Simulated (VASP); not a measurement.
# Ba2Ho3Te (P-3m1) in VASP: a series of runs, part 3 of 3

VASP 6.6.1. Earlier steps stand in the parts before.

## (5) Single point, PBE

This run uses another cell than the first one, of 43.45 Å³/atom.

The input, INCAR:

```
SYSTEM = Ba2Ho3Te
  PREC = Accurate
  ENCUT = 500
  EDIFF = 1E-6
  ISMEAR = 0
  SIGMA = 0.1
  LREAL = .FALSE.
  LASPH = .TRUE.
  NELM = 200
  ALGO = Normal
  ISIF = 2
  LWAVE = .FALSE.
  LCHARG = .TRUE.
  GGA = PE
  LELF = .TRUE.
  LVHAR = .TRUE.
  NBANDS = 36
  GGA_COMPAT = .FALSE.
  LMAXMIX = 6
```

The input, KPOINTS:

```
regular mesh
0
G
  6 6 4
  0 0 0
```

The input, POSCAR:

```
Ba2Ho3Te
1.0
    5.5219867915      0.0000000000      0.0000000000
   -2.7609933958      4.7821808408      0.0000000000
    0.0000000000      0.0000000000      9.8712952115
Ba Ho Te
2 3 1
Direct
    0.6666666667      0.3333333333      0.8274959861
    0.3333333333      0.6666666667      0.1725040139
    0.6666666667      0.3333333333      0.4372877678
    0.3333333333      0.6666666667      0.5627122322
    0.0000000000      0.0000000000      0.5000000000
    0.0000000000      0.0000000000      0.0000000000
```

Potentials or basis: VASP PAW PBE potentials, release 64 (Ba_sv, Ho_3, Te), 4f in core.

Run with:

```
cat potpaw_PBE.64/Ba_sv/POTCAR potpaw_PBE.64/Ho_3/POTCAR potpaw_PBE.64/Te/POTCAR > POTCAR
mpirun -np 1 vasp_std > vasp.out
```

OUTCAR:

```text
SYSTEM = Ba2Ho3Te
   PREC = Accurate
   ENCUT = 500
   EDIFF = 1E-6
   ISMEAR = 0
   LREAL = .FALSE.
   LASPH = .TRUE.
   NELM = 200
   ISIF = 2
   GGA = PE

 ion  position               nearest neighbor table
   1  0.667  0.333  0.827-   6 3.61   6 3.61   6 3.61   3 3.85   4 4.12   4 4.12   4 4.12   2 4.67
                             2 4.67   2 4.67
   2  0.333  0.667  0.173-   6 3.61   6 3.61   6 3.61   4 3.85   3 4.12   3 4.12   3 4.12   1 4.67
                             1 4.67   1 4.67
   3  0.667  0.333  0.437-   5 3.25   5 3.25   5 3.25   4 3.42   4 3.42   4 3.42   1 3.85   2 4.12
                             2 4.12   2 4.12
   4  0.333  0.667  0.563-   5 3.25   5 3.25   5 3.25   3 3.42   3 3.42   3 3.42   2 3.85   1 4.12
                             1 4.12   1 4.12
   5  0.000  0.000  0.500-   3 3.25   4 3.25   3 3.25   4 3.25   3 3.25   4 3.25
   6  0.000  0.000  0.000-   1 3.61   2 3.61   1 3.61   2 3.61   1 3.61   2 3.61

  LATTYP: Found a hexagonal cell.
 ALAT       =     5.5219867915
 C/A-ratio  =     1.7876347018

  Lattice vectors:

 A1 = (   5.5219867915,   0.0000000000,   0.0000000000)
 A2 = (  -2.7609933958,   4.7821808408,   0.0000000000)
 A3 = (   0.0000000000,   0.0000000000,   9.8712952115)

Analysis of symmetry for initial positions (statically):
=====================================================================
 Subroutine PRICEL returns:
 Original cell was already a primitive cell.

 Routine SETGRP: Setting up the symmetry group for a
 hexagonal supercell.

 Subroutine GETGRP returns: Found 12 space group operations
 (whereof 12 operations were pure point group operations)
 out of a pool of 24 trial point group operations.

The static configuration has the point symmetry D_3d.

Analysis of symmetry for dynamics (positions and initial velocities):
=====================================================================
[... 137 lines left out ...]
     AMIX_MAG =   1.60;   BMIX_MAG =  1.00
  volume/ion in A,a.u.               =      43.45       293.18
  Fermi-wavevector in a.u.,A,eV,Ry     =   0.962650  1.819144 12.608444  0.926694
  Thomas-Fermi vector in A             =   2.092127
   LORBIT       =      0    0 simple, 1 ext, 2 COOP (PROOUT), +10 PAW based schemes
   GGA     = PE    functional components
   LHFCALC =     F    Hartree Fock is set to
   AEXX    =    0.0000 exact exchange contribution
   IVDW    =     0    specifies the selected vdW correction
   LEPSILON=     F    determine dielectric tensor
   LRPA    =     F    only Hartree local field effects (RPA)
 non-spin polarized calculation
 Gauss-broadening in eV      SIGMA  =   0.10
  energy-cutoff  :      500.00
  volume of cell :      260.67
 maximum number of plane-waves:      6636
   NGX = 21   NGY = 21   NGZ = 35

 number of electron      53.0000004 magnetization

 Free energy of the ion-electron system (eV)
  ---------------------------------------------------
  ext. energy  EPLUGINS =         0.00000000
  ---------------------------------------------------
  free energy    TOTEN  =       -21.86236603 eV

  energy without entropy =      -21.82783848  energy(sigma->0) =      -21.84510226

 E-fermi :   2.4930     XC(G=0):  -8.3283

 val. band max:        2.4865909136   @ k =   0.3333   0.1667   0.0000
 cond. band min:       2.5225636414   @ k =   0.3333   0.0000   0.2500
 fundamental gap:      0.0359727278
 Fermi energy:         2.4930090107

 k-point     1 :       0.0000    0.0000    0.0000
  band No.  band energies     occupation
      1     -25.9961      2.00000
      2     -25.9837      2.00000
      3     -21.8200      2.00000
      4     -21.8200      2.00000
      5     -21.7329      2.00000
      6     -21.7329      2.00000
[... 925 lines left out ...]
     35       4.7028      0.00000
     36       4.7595      0.00000

------------------------ aborting loop because EDIFF is reached ----------------------------------------

  FORCE on cell =-STRESS in cart. coord.  units (eV):
  Direction    XX          YY          ZZ          XY          YZ          ZX
  --------------------------------------------------------------------------------------
  -------------------------------------------------------------------------------------
  Total        0.3932708      0.3932708      0.2542706     -0.0000000      0.0000000     -0.0000000
  in kB        2.4171678      2.4171678      1.5628283     -0.0000000      0.0000000     -0.0000000
  external PRESSURE =       2.1323880 kB  Pullay stress =       0.0000000 kB

 VOLUME and BASIS-vectors are now :
 -----------------------------------------------------------------------------
  energy-cutoff  :      500.00
  volume of cell :      260.67
      direct lattice vectors                 reciprocal lattice vectors
     5.521986791  0.000000000  0.000000000     0.181094240  0.104554808  0.000000000
    -2.760993396  4.782180841  0.000000000     0.000000000  0.209109616  0.000000000
     0.000000000  0.000000000  9.871295211     0.000000000  0.000000000  0.101303829

 POSITION                                       TOTAL-FORCE (eV/Angst)
 -----------------------------------------------------------------------------------
      2.76099      1.59406      8.16846        -0.000000      0.000000     -0.004528
     -0.00000      3.18812      1.70284        -0.000000     -0.000000      0.004528
      2.76099      1.59406      4.31660         0.000000     -0.000000     -0.037716
     -0.00000      3.18812      5.55470         0.000000      0.000000      0.037716
      0.00000      0.00000      4.93565         0.000000      0.000000      0.000000
      0.00000      0.00000      0.00000         0.000000      0.000000      0.000000
 -----------------------------------------------------------------------------------
    total drift:                                0.000000     -0.000000      0.000000

  FREE ENERGIE OF THE ION-ELECTRON SYSTEM (eV)
  ---------------------------------------------------
  free  energy   TOTEN  =       -21.8623660349 eV

  energy  without entropy=      -21.8278384817  energy(sigma->0) =      -21.84510226
```

stdout:

```text
POSCAR found type information on POSCAR BaHoTe
 POSCAR found :  3 types and       6 ions
 scaLAPACK will be used
 LDA part: xc-table for (Slater+PW92), standard interpolation
 POSCAR, INCAR and KPOINTS ok, starting setup
 FFT: planning ... GRIDC
 FFT: planning ... GRID_SOFT
 FFT: planning ... GRID
 WAVECAR not read
 entering main loop
```

It took 6.6 min on 1 thread of Intel Xeon 6975P-C (Granite Rapids), shared host; peak memory 0.44 GiB.

What came out:

| Item | Value |
| --- | --- |
| Free energy | -21.8624 eV |
| Pressure | 0.2 GPa |
| Largest force | 0.038 eV/Å |
| Band gap on the k mesh | zero (an odd number of electrons rules out a gap without spin polarisation) |

Forces in eV/Å, atoms in the order of the input:
```
Ba   0.000  0.000 -0.005
Ba   0.000  0.000  0.005
Ho   0.000  0.000 -0.038
Ho   0.000  0.000  0.038
Ho   0.000  0.000  0.000
Te   0.000  0.000  0.000
```

Stress tensor (GPa, compression positive):
```
0.24 0.00 0.00
0.00 0.24 0.00
0.00 0.00 0.16
```

Caveat: spin-orbit coupling is left out, which moves the levels of the heavy elements; the 4f electrons are frozen in the core, so they carry no moment and show no levels. Spin polarisation is off, so any magnetic state and its effect on volume and gap are missing.

## (6) The runs side by side

```tsv
cell	gap on the mesh (eV)	pressure (GPa)	largest force (eV/Å)
a = 5.531, b = 5.531, c = 9.239 Å, angles 90.0, 90.0, 120.0°, 6 atoms, atomic positions A	none	0.9	0.04
a = 5.519, b = 5.519, c = 9.577 Å, angles 90.0, 90.0, 120.0°, 6 atoms, atomic positions B	none	0.6	0.04
a = 5.523, b = 5.523, c = 9.858 Å, angles 90.0, 90.0, 120.0°, 6 atoms, atomic positions C	none	0.2	0.03
a = 5.522, b = 5.522, c = 9.871 Å, angles 90.0, 90.0, 120.0°, 6 atoms, atomic positions D	none	0.2	0.04
```

Alike in all rows: task single point; level PBE; potentials or basis VASP PAW PBE potentials, release 64 (Ba_sv, Ho_3, Te), 4f in core; no spin polarisation; k mesh 6 × 6 × 4; cutoff (eV) 500; smearing gaussian 0.1 eV.

Caveats: spin-orbit coupling is left out, which moves the levels of the heavy elements; the 4f electrons are frozen in the core, so they carry no moment and show no levels.

Total energies depend on the potentials used, so only differences within one code and one set of settings carry meaning.

The gap in the log of VASP goes by the Fermi energy; the results here count the filled bands.